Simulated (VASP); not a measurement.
Set up this calculation in VASP 6.6.1, as the native input.

| Quantity | Value |
| --- | --- |
| Task | single point |
| Functional | PBEsol |
| Potentials or basis | VASP PAW PBE potentials, release 64 (Mo_sv) |
| Cutoff | 520 eV |
| k mesh | 16 × 16 × 16 |
| Occupations | fermi-dirac, width 0.15 eV |
| Spin | no spin polarisation |
| Dipole correction | no |
| Further INCAR settings | ALGO = Fast; EDIFF = 1e-06; NBANDS = 13 |

The structure of Mo lies in POSCAR:

```
Mo
1.0
   -1.5649018777      1.5649018777      1.5649018777
    1.5649018777     -1.5649018777      1.5649018777
    1.5649018777      1.5649018777     -1.5649018777
Mo
1
Direct
    0.0000000000      0.0000000000      0.0000000000
```

The input as run:

INCAR

```
  PREC = Accurate
  ENCUT = 520
  EDIFF = 1E-6
  ISMEAR = -1
  SIGMA = 0.15
  LREAL = F
  LASPH = T
  NELM = 60
  ALGO = Fast
  ISIF = 2
  LWAVE = F
  LCHARG = F
  GGA = PS
  NBANDS = 13
```

KPOINTS

```
Automatic mesh
0
Gamma
  16 16 16
```

Potentials or basis: VASP PAW PBE potentials, release 64 (Mo_sv).

Run with:

```bash
$ cat potpaw_PBE.64/Mo_sv/POTCAR > POTCAR
$ mpirun -np 1 vasp_std > vasp.out
```

Results of the run:

```yaml
Pressure: 0.5 GPa
Band_gap_on_the_k_mesh: zero (band 7 reaches 16.91 eV, above the bottom of band 8 at 11.38 eV)
```

Caveat: the PAW data sets were made with another functional, which shifts forces and pressure a little.

It took 34 s on 1 thread of AMD EPYC 7R13, with other jobs on the host, peak memory 0.11 GiB.
